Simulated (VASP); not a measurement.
ZnSe:

```
Zn Se
1.0
     0.00000    2.86675    2.86675
     2.86675    0.00000    2.86675
     2.86675    2.86675    0.00000
Zn Se
1 1
Direct
  0.00000 0.00000 0.00000
  0.25000 0.25000 0.25000
```

Base run:

* Program: VASP 6.6.1
* Functional: r2SCAN
* Potentials or basis: VASP PAW PBE potentials, release 64 (Zn, Se)
* Cutoff: 550 eV
* k mesh: 6 × 6 × 6
* Occupations: gaussian, width 0.05 eV
* Spin: no spin polarisation

Its results: band gap on the k mesh 1.72 eV; pressure -2.1 GPa.

The run is repeated on the same cell with these changes: functional from r2SCAN to PBE; cutoff from 550 eV to 500 eV. What comes out?

Band gap on the k mesh 1.15 eV; pressure 0.2 GPa.

Caveats: the PAW data sets were made with another functional, which shifts forces and pressure a little (at least some runs).

